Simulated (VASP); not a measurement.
Crystal: MoS2.

```
Mo S
1.0
     3.16158    0.00000    0.00000
    -1.58079    2.73801    0.00000
     0.00000    0.00000    6.18361
Mo S
1 2
Direct
  0.00000 0.00000 0.50000
  0.66667 0.33333 0.74468
  0.33333 0.66667 0.25532
```

Base run:

- Program: VASP 6.6.1
- Functional: BLYP
- Dispersion: D3(BJ)
- Potentials or basis: VASP PAW PBE potentials, release 64 (Mo_sv, S)
- Cutoff: 520 eV
- k mesh: 9 × 9 × 4
- Occupations: fermi-dirac, width 0.05 eV
- Spin: no spin polarisation

Its results: band gap on the k mesh zero (bands 13 and 14 overlap by 1.06 eV); pressure 9.6 GPa; largest force 1.752 eV/Å.

The run is repeated on the same cell with these changes: functional from BLYP to r2SCAN. What comes out?

Band gap on the k mesh zero (bands 13 and 14 overlap by 1.21 eV); pressure 7.8 GPa; largest force 1.185 eV/Å.

Caveats: the cell stands under pressure; the PAW data sets were made with another functional, which shifts forces and pressure a little.
